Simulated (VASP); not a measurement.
Wanted: the native input for a VASP 6.6.1 run.

* Task: single point
* Functional: PBEsol
* Potentials or basis: VASP PAW PBE potentials, release 64 (Fe)
* Cutoff: 520 eV
* k mesh: 8 × 10 × 13
* Occupations: gaussian, width 0.1 eV
* Spin: collinear spin, ferromagnetic start
* Starting moments: [2.86, 2.86] μB
* Dipole correction: no
* Further INCAR settings: ALGO = Normal; EDIFF = 1e-06; NBANDS = 19; ISYM = 0

The structure of Fe lies in POSCAR:

```
Fe
1.0
   -1.8113300000     -1.8113300000     -3.6226600000
    1.8113300000     -1.8113300000      0.0000000000
   -1.8113300000     -1.8113300000      0.0000000000
Fe
2
Direct
    0.0000000000      0.0000000000      0.0000000000
    0.5000000000      0.5000000000      0.0000000000
```

This isn't the form of Fe at room conditions, which is bcc.

These files were run (other wordings do the same):

INCAR

```
PREC = Accurate ; ENCUT = 520
EDIFF = 1E-6 ; ISMEAR = 0
SIGMA = 0.1 ; LREAL = F
LASPH = T ; NELM = 150
ALGO = Normal ; ISIF = 2
LWAVE = F ; LCHARG = F
ISPIN = 2 ; MAGMOM = 2.86 2.86
LORBIT = 11 ; LMAXMIX = 4
GGA = PS ; NBANDS = 19
ISYM = 0
```

KPOINTS

```
Automatic mesh
0
Gamma
  8 10 13
```

Potentials or basis: VASP PAW PBE potentials, release 64 (Fe).

Run with:

```sh
$ cat potpaw_PBE.64/Fe/POTCAR > POTCAR
$ mpirun -np 1 vasp_std > vasp.out
```

It gave:

| Item | Value |
| --- | --- |
| Pressure | -6.5 GPa |
| Net moment | 5.16 μB per cell |
| Site moments | Fe +2.56 μB |
| Valence electrons inside the program's atomic spheres | Fe 7.18 |

Caveat: the cell stands under tension; the PAW data sets were made with another functional, which shifts forces and pressure a little.

Run time: 6 min on 1 thread of Intel(R) Xeon(R) 6975P-C (Granite Rapids) (shared host), peak memory 0.43 GiB.
